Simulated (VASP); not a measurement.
A run of VASP 6.6.1:

Contents of INCAR:

```
ALGO = Fast ; EDIFF = 1E-7
EDIFFG = -0.005 ; ENCUT = 600
GGA = PS ; IBRION = 2
ISIF = 3 ; ISMEAR = 0
LASPH = True ; LCHARG = False
LREAL = False ; LWAVE = False
NELM = 80 ; NSW = 100
PREC = Accurate ; SIGMA = 0.1
```

The input KPOINTS:

```
k-points
0
Gamma
  18 18 18
```

The input POSCAR:

```
Ti
1.0
    0.0000000000      2.0300000000      2.0300000000
    2.0300000000      0.0000000000      2.0300000000
    2.0300000000      2.0300000000      0.0000000000
Ti
1
Direct
    0.0000000000      0.0000000000      0.0000000000
```

Potentials or basis: VASP PAW PBE potentials, release 64 (Ti_sv).

Command:

```sh
$ cat potpaw_PBE.64/Ti_sv/POTCAR > POTCAR
$ mpirun -np 1 vasp_std > vasp.out
```

Hardware: 1 thread of Intel(R) Xeon(R) 6975P-C (Granite Rapids), with other jobs on the host.

How long does it take, and how much memory?

Run time: 2.4 min on 1 thread of Intel(R) Xeon(R) 6975P-C (Granite Rapids), on a shared host, peak memory 0.18 GiB. Counts: scf iterations 161, k points 195, ion steps 8.
